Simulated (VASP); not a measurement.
Input of a VASP 6.6.1 run:

File INCAR:

```
PREC = Accurate
ENCUT = 520
EDIFF = 1E-6
ISMEAR = 0
SIGMA = 0.1
LREAL = False
LASPH = True
NELM = 80
ALGO = Normal
ISIF = 2
LWAVE = False
LCHARG = True
GGA = PE
LELF = True
LVHAR = True
NBANDS = 22
```

Contents of KPOINTS:

```
regular mesh
0
Gamma
  16 16 16
```

File POSCAR:

```
NbC4
1.0
   -3.1362453216      3.1362453216      1.3004217720
    3.1362453216     -3.1362453216      1.3004217720
    3.1362453216      3.1362453216     -1.3004217720
Nb C
1 4
Direct
    0.0000000000      0.0000000000      0.0000000000
    0.7205843245      0.7205843245      0.4411686491
    0.2794156755      0.2794156755      0.5588313509
    0.7205843245      0.2794156755      0.0000000000
    0.2794156755      0.7205843245      0.0000000000
```

Potentials or basis: VASP PAW PBE potentials, release 64 (Nb_sv, C).

Launch:

```console
$ cat potpaw_PBE.64/Nb_sv/POTCAR potpaw_PBE.64/C/POTCAR > POTCAR
$ mpirun -np 1 vasp_std > vasp.out
```

Task: What does it give for the pressure?

Result: 0.0 GPa.

Task: What does it give for the largest force?

Result: 0.017 eV/Å.

Forces in eV/Å, atoms in the order of the input:
```
Nb   0.000  0.000  0.000
C   -0.012 -0.012  0.000
C    0.012  0.012  0.000
C    0.012 -0.012  0.000
C   -0.012  0.012  0.000
```
